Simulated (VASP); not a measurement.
# Na (Im-3m) in VASP: notebook

Runs on Na. Level: LDA. Tasks: single point.

Program: VASP 6.6.1. These are calculated values, not measurements. Logs are shortened: lines on timing, memory, paths and dates and some standing lists are left out, and cuts for length are marked.

**1. The cell of the first run**

Symmetry: Im-3m, No. 229, cubic system. Conventional cell: a = 3.703 Å, b = 3.703 Å, c = 3.703 Å, α = 90.00°, β = 90.00°, γ = 90.00°. Within 4.2 Å of Na (site symmetry m-3m) lie 14 Na at 3.21 to 3.70 Å.

**2. Single point, LDA (25.38 Å³/atom)**

Contents of INCAR:

```
PREC = Accurate
ENCUT = 520
EDIFF = 1E-6
ISMEAR = -1
SIGMA = 0.05
LREAL = F
LASPH = T
NELM = 80
ALGO = Normal
ISIF = 2
LWAVE = F
LCHARG = F
GGA = CA
NBANDS = 10
```

Contents of KPOINTS:

```
Automatic mesh
0
Gamma
  13 13 13
```

Contents of POSCAR:

```
Na
1.0
   -1.8513620357      1.8513620357      1.8513620357
    1.8513620357     -1.8513620357      1.8513620357
    1.8513620357      1.8513620357     -1.8513620357
Na
1
Direct
    0.0000000000      0.0000000000      0.0000000000
```

Potentials or basis: VASP PAW LDA potentials, release 64 (Na_pv).

Run with:

```console
$ cat potpaw_LDA.64/Na_pv/POTCAR > POTCAR
$ mpirun -np 1 vasp_std > vasp.out
```

OUTCAR:

```text
PREC = Accurate
   ENCUT = 520
   EDIFF = 1E-6
   ISMEAR = -1
   LREAL = F
   LASPH = T
   NELM = 80
   ISIF = 2
   GGA = CA

 ion  position               nearest neighbor table
   1  0.000  0.000  0.000-

  LATTYP: Found a body centered cubic cell.
 ALAT       =     3.7027240714

  Lattice vectors:

 A1 = (  -1.8513620357,   1.8513620357,   1.8513620357)
 A2 = (   1.8513620357,  -1.8513620357,   1.8513620357)
 A3 = (   1.8513620357,   1.8513620357,  -1.8513620357)

Analysis of symmetry for initial positions (statically):
=====================================================================
 Subroutine PRICEL returns:
 Original cell was already a primitive cell.

 Routine SETGRP: Setting up the symmetry group for a
 body centered cubic supercell.

 Subroutine GETGRP returns: Found 48 space group operations
 (whereof 48 operations were pure point group operations)
 out of a pool of 48 trial point group operations.

The static configuration has the point symmetry O_h .

Analysis of symmetry for dynamics (positions and initial velocities):
=====================================================================
 Subroutine PRICEL returns:
 Original cell was already a primitive cell.

 Routine SETGRP: Setting up the symmetry group for a
 body centered cubic supercell.

 Subroutine GETGRP returns: Found 48 space group operations
 (whereof 48 operations were pure point group operations)
 out of a pool of 48 trial point group operations.

The dynamic configuration has the point symmetry O_h .

 Subroutine INISYM returns: Found 48 space group operations
 (whereof 48 operations are pure point group operations),
 and found     1 'primitive' translations

----------------------------------------------------------------------------------------

                                     Primitive cell

  volume of cell :      25.3825

  direct lattice vectors                    reciprocal lattice vectors
    -1.851362036  1.851362036  1.851362036     0.000000000  0.270071434  0.270071434
     1.851362036 -1.851362036  1.851362036     0.270071434  0.000000000  0.270071434
     1.851362036  1.851362036 -1.851362036     0.270071434  0.270071434  0.000000000

  length of vectors
     3.206653109  3.206653109  3.206653109     0.381938685  0.381938685  0.381938685

  position of ions in fractional coordinates (direct lattice)
     0.000000000  0.000000000  0.000000000

[... 77 lines left out ...]
   EDIFFG = 0.1E-04   stopping-criterion for IOM
   NSW    =      0    number of steps for IOM
   IBRION =     -1    ionic relax: 0-MD 1-quasi-New 2-CG
   NFREE  =      0    steps in history (QN), initial steepest desc. (CG)
   ISIF   =      2    stress and relaxation
   ISYM   =      2    0-nonsym 1-usesym 2-fastsym
   POTIM  = 0.5000    time-step for ionic-motion
   TEBEG  =    0.0;   TEEND  =   0.0 temperature during run
   PSTRESS=    0.0 pullay stress
   NELECT =       7.0000    total number of electrons
   NUPDOWN=      -1.0000    fix difference up-down
   EMIN   =  10.00;   EMAX   =-10.00  energy-range for DOS
   EFERMI =   0.00;   METHOD = LEGACY
   ISMEAR =    -1;   SIGMA  =   0.05  broadening in eV -4-tet -1-fermi 0-gaus
   EFERMI_NEDOS =   21; number of points for ismear=-14 and -15
   IALGO  =     38    algorithm
   IMIX   =      4    mixing-type and parameters
     AMIX     =   0.40;   BMIX     =  1.00
     AMIX_MAG =   1.60;   BMIX_MAG =  1.00
  volume/ion in A,a.u.               =      25.38       171.29
  Fermi-wavevector in a.u.,A,eV,Ry     =   1.065605  2.013701 15.449600  1.135514
  Thomas-Fermi vector in A             =   2.201162
   LORBIT       =      0    0 simple, 1 ext, 2 COOP (PROOUT), +10 PAW based schemes
   GGA     = CA    functional components
   LHFCALC =     F    Hartree Fock is set to
   AEXX    =    0.0000 exact exchange contribution
   IVDW    =     0    specifies the selected vdW correction
   LEPSILON=     F    determine dielectric tensor
   LRPA    =     F    only Hartree local field effects (RPA)
 non-spin polarized calculation
  energy-cutoff  :      520.00
  volume of cell :       25.38
 maximum number of plane-waves:       696
   NGX = 11   NGY = 11   NGZ = 11

 number of electron       7.0000007 magnetization

 Free energy of the ion-electron system (eV)
  ---------------------------------------------------
  ext. energy  EPLUGINS =         0.00000000
  ---------------------------------------------------
  free energy    TOTEN  =        -1.37316706 eV

  energy without entropy =       -1.36933564  energy(sigma->0) =       -1.37125135

 E-fermi :   1.5195     XC(G=0):  -7.8921

 val. band max:        1.4247733914   @ k =  -0.3077   0.3077   0.3077
 cond. band min:       1.5422291757   @ k =  -0.3846   0.4615   0.0769
 fundamental gap:      0.1174557844
 Fermi energy:         1.5195015522

 k-point     1 :       0.0000    0.0000    0.0000
  band No.  band energies     occupation
      1     -23.2774      2.00000
      2     -23.2774      2.00000
      3     -23.2774      2.00000
      4      -2.7108      2.00000
      5      15.7157      0.00000
      6      15.7157      0.00000
      7      15.7157      0.00000
      8      17.1169      0.00000
      9      17.1169      0.00000
     10      17.9901      0.00000
[... 287 lines left out ...]
 k-point    24 :       0.2308    0.0769    0.0769
  band No.  band energies     occupation
      1     -23.3702      2.00000
      2     -23.3048      2.00000
      3     -23.2841      2.00000
      4      -0.3249      2.00000
      5       7.4631      0.00000
      6       9.9701      0.00000
      7      12.1328      0.00000
      8      16.4073      0.00000
      9      17.4322      0.00000
     10      20.4614      0.00000

 [... further k-points ...]

------------------------ aborting loop because EDIFF is reached ----------------------------------------

  FORCE on cell =-STRESS in cart. coord.  units (eV):
  Direction    XX          YY          ZZ          XY          YZ          ZX
  --------------------------------------------------------------------------------------
  -------------------------------------------------------------------------------------
  Total        0.6433667      0.6433667      0.6433667     -0.0000000     -0.0000000      0.0000000
  in kB       40.6101995     40.6101995     40.6101995     -0.0000000     -0.0000000      0.0000000
  external PRESSURE =      40.6101995 kB  Pullay stress =       0.0000000 kB

 VOLUME and BASIS-vectors are now :
 -----------------------------------------------------------------------------
  energy-cutoff  :      520.00
  volume of cell :       25.38
      direct lattice vectors                 reciprocal lattice vectors
    -1.851362036  1.851362036  1.851362036     0.000000000  0.270071434  0.270071434
     1.851362036 -1.851362036  1.851362036     0.270071434  0.000000000  0.270071434
     1.851362036  1.851362036 -1.851362036     0.270071434  0.270071434  0.000000000

 POSITION                                       TOTAL-FORCE (eV/Angst)
 -----------------------------------------------------------------------------------
      0.00000      0.00000      0.00000         0.000000     -0.000000      0.000000
 -----------------------------------------------------------------------------------
    total drift:                               -0.000000     -0.000000      0.000000

  FREE ENERGIE OF THE ION-ELECTRON SYSTEM (eV)
  ---------------------------------------------------
  free  energy   TOTEN  =        -1.3731670589 eV

  energy  without entropy=       -1.3693356351  energy(sigma->0) =       -1.37125135
```

stdout:

```text
POSCAR found type information on POSCAR Na
 POSCAR found :  1 types and       1 ions
 scaLAPACK will be used
 LDA part: xc-table for (Slater(with rela. corr.)+CA(PZ))
 , standard interpolation
 POSCAR, INCAR and KPOINTS ok, starting setup
 FFT: planning ... GRIDC
 FFT: planning ... GRID_SOFT
 FFT: planning ... GRID
 WAVECAR not read
 entering main loop
```

Run time: 19 s. Hardware: 1 thread of AMD EPYC 7R13, shared host; peak memory 0.1 GiB.

What came out:

```
Free energy            : -1.3732 eV
Pressure               : 4.1 GPa
Band gap on the k mesh : zero (an odd number of electrons rules out a gap without spin polarisation)
```

Caveat: the cell stands under pressure.

**3. Single point, LDA (28.05 Å³/atom)**

This run uses another cell than the first one, of 28.05 Å³/atom.

Contents of INCAR:

```
PREC = Accurate
ENCUT = 520
EDIFF = 1E-6
ISMEAR = -1
SIGMA = 0.05
LREAL = False
LASPH = True
NELM = 100
ALGO = Normal
ISIF = 2
LWAVE = False
LCHARG = False
GGA = CA
NBANDS = 10
```

KPOINTS is that of step 2.

Contents of POSCAR:

```
Na
1.0
   -1.9141674125      1.9141674125      1.9141674125
    1.9141674125     -1.9141674125      1.9141674125
    1.9141674125      1.9141674125     -1.9141674125
Na
1
Direct
    0.0000000000      0.0000000000      0.0000000000
```

Potentials or basis: VASP PAW LDA potentials, release 64 (Na_pv).

Run with:

```console
$ cat potpaw_LDA.64/Na_pv/POTCAR > POTCAR
$ mpirun -np 1 vasp_std > vasp.out
```

It took 28 s on 1 thread of AMD EPYC 7R13, shared host; peak memory 0.11 GiB.

The run converged. Its results:

| Quantity | Value |
| --- | --- |
| Free energy | -1.4245 eV |
| Pressure | 2.1 GPa |
| Band gap on the k mesh | zero (an odd number of electrons rules out a gap without spin polarisation) |

Levels at points of the mesh, in eV from the Fermi level:
```tsv
k point	band 1	band 2	band 3	band 4	band 5	band 6	band 7
(0.00, 0.00, 0.00)	-24.82	-24.82	-24.82	-3.97	13.48	13.48	13.48
```

**4. Single point, LDA (28.05 Å³/atom)**

This run uses another cell than the first one, of 28.05 Å³/atom.

Contents of INCAR:

```
SYSTEM = Na
PREC = Accurate
ENCUT = 520
EDIFF = 1E-7
ISMEAR = -1
SIGMA = 0.05
LREAL = .False.
LASPH = .True.
NELM = 80
ALGO = Normal
ISIF = 2
LWAVE = .False.
LCHARG = .False.
NBANDS = 10
```

Contents of KPOINTS:

```
regular mesh
0
Gamma
  13 13 13
  0 0 0
```

POSCAR is that of step 3.

Potentials or basis: VASP PAW LDA potentials, release 64 (Na_pv).

Run with:

```console
$ cat potpaw_LDA.64/Na_pv/POTCAR > POTCAR
$ mpirun -np 1 vasp_std > vasp.out
```

OUTCAR:

```text
SYSTEM = Na
   PREC = Accurate
   ENCUT = 520
   EDIFF = 1E-7
   ISMEAR = -1
   LREAL = .False.
   LASPH = .True.
   NELM = 80
   ISIF = 2

 ion  position               nearest neighbor table
   1  0.000  0.000  0.000-

  LATTYP: Found a body centered cubic cell.
 ALAT       =     3.8283348250

  Lattice vectors:

 A1 = (  -1.9141674125,   1.9141674125,   1.9141674125)
 A2 = (   1.9141674125,  -1.9141674125,   1.9141674125)
 A3 = (   1.9141674125,   1.9141674125,  -1.9141674125)

Analysis of symmetry for initial positions (statically):
=====================================================================
 Subroutine PRICEL returns:
 Original cell was already a primitive cell.

 Routine SETGRP: Setting up the symmetry group for a
 body centered cubic supercell.

 Subroutine GETGRP returns: Found 48 space group operations
 (whereof 48 operations were pure point group operations)
 out of a pool of 48 trial point group operations.

The static configuration has the point symmetry O_h .

Analysis of symmetry for dynamics (positions and initial velocities):
=====================================================================
 Subroutine PRICEL returns:
 Original cell was already a primitive cell.

 Routine SETGRP: Setting up the symmetry group for a
 body centered cubic supercell.

 Subroutine GETGRP returns: Found 48 space group operations
 (whereof 48 operations were pure point group operations)
 out of a pool of 48 trial point group operations.

The dynamic configuration has the point symmetry O_h .

 Subroutine INISYM returns: Found 48 space group operations
 (whereof 48 operations are pure point group operations),
 and found     1 'primitive' translations

----------------------------------------------------------------------------------------

                                     Primitive cell

[... 110 lines left out ...]
  Fermi-wavevector in a.u.,A,eV,Ry     =   1.030641  1.947630 14.452404  1.062222
  Thomas-Fermi vector in A             =   2.164750
   LORBIT       =      0    0 simple, 1 ext, 2 COOP (PROOUT), +10 PAW based schemes
   GGA     = CA    functional components
   LHFCALC =     F    Hartree Fock is set to
   AEXX    =    0.0000 exact exchange contribution
   IVDW    =     0    specifies the selected vdW correction
   LEPSILON=     F    determine dielectric tensor
   LRPA    =     F    only Hartree local field effects (RPA)
 non-spin polarized calculation
  energy-cutoff  :      520.00
  volume of cell :       28.05
 maximum number of plane-waves:       767
 NGX is ok and might be reduce to    28
   NGX = 13   NGY = 13   NGZ = 13

 number of electron       7.0000003 magnetization

 Free energy of the ion-electron system (eV)
  ---------------------------------------------------
  ext. energy  EPLUGINS =         0.00000000
  ---------------------------------------------------
  free energy    TOTEN  =        -1.42453142 eV

  energy without entropy =       -1.42056094  energy(sigma->0) =       -1.42254618

 E-fermi :   1.1102     XC(G=0):  -7.5631

 val. band max:        1.0224228612   @ k =  -0.3077   0.3077   0.3077
 cond. band min:       1.1327190583   @ k =  -0.3846   0.4615   0.0769
 fundamental gap:      0.1102961971
 Fermi energy:         1.1101539130

 k-point     1 :       0.0000    0.0000    0.0000
  band No.  band energies     occupation
      1     -23.7062      2.00000
      2     -23.7062      2.00000
      3     -23.7062      2.00000
      4      -2.8560      2.00000
      5      14.5863      0.00000
      6      14.5863      0.00000
      7      14.5863      0.00000
      8      15.8972      0.00000
      9      15.8972      0.00000
     10      16.7053      0.00000
[... 287 lines left out ...]
 k-point    24 :       0.2308    0.0769    0.0769
  band No.  band energies     occupation
      1     -23.7733      2.00000
      2     -23.7263      2.00000
      3     -23.7110      2.00000
      4      -0.6273      2.00000
      5       6.7459      0.00000
      6       9.1494      0.00000
      7      10.9378      0.00000
      8      15.1839      0.00000
      9      16.0828      0.00000
     10      18.8587      0.00000

 [... further k-points ...]

------------------------ aborting loop because EDIFF is reached ----------------------------------------

  FORCE on cell =-STRESS in cart. coord.  units (eV):
  Direction    XX          YY          ZZ          XY          YZ          ZX
  --------------------------------------------------------------------------------------
  -------------------------------------------------------------------------------------
  Total        0.3769233      0.3769233      0.3769233     -0.0000000     -0.0000000      0.0000000
  in kB       21.5260236     21.5260236     21.5260236     -0.0000000     -0.0000000      0.0000000
  external PRESSURE =      21.5260236 kB  Pullay stress =       0.0000000 kB

 VOLUME and BASIS-vectors are now :
 -----------------------------------------------------------------------------
  energy-cutoff  :      520.00
  volume of cell :       28.05
      direct lattice vectors                 reciprocal lattice vectors
    -1.914167413  1.914167413  1.914167413     0.000000000  0.261210172  0.261210172
     1.914167413 -1.914167413  1.914167413     0.261210172  0.000000000  0.261210172
     1.914167413  1.914167413 -1.914167413     0.261210172  0.261210172  0.000000000

 POSITION                                       TOTAL-FORCE (eV/Angst)
 -----------------------------------------------------------------------------------
      0.00000      0.00000      0.00000        -0.000000      0.000000      0.000000
 -----------------------------------------------------------------------------------
    total drift:                                0.000000     -0.000000      0.000000

  FREE ENERGIE OF THE ION-ELECTRON SYSTEM (eV)
  ---------------------------------------------------
  free  energy   TOTEN  =        -1.4245314194 eV

  energy  without entropy=       -1.4205609437  energy(sigma->0) =       -1.42254618
```

Run time: 40 s. Hardware: 1 thread of AMD EPYC 7R13, shared host; peak memory 0.11 GiB.

What came out:

| Quantity | Value |
| --- | --- |
| Free energy | -1.4245 eV |
| Pressure | 2.2 GPa |
| Band gap on the k mesh | zero (an odd number of electrons rules out a gap without spin polarisation) |
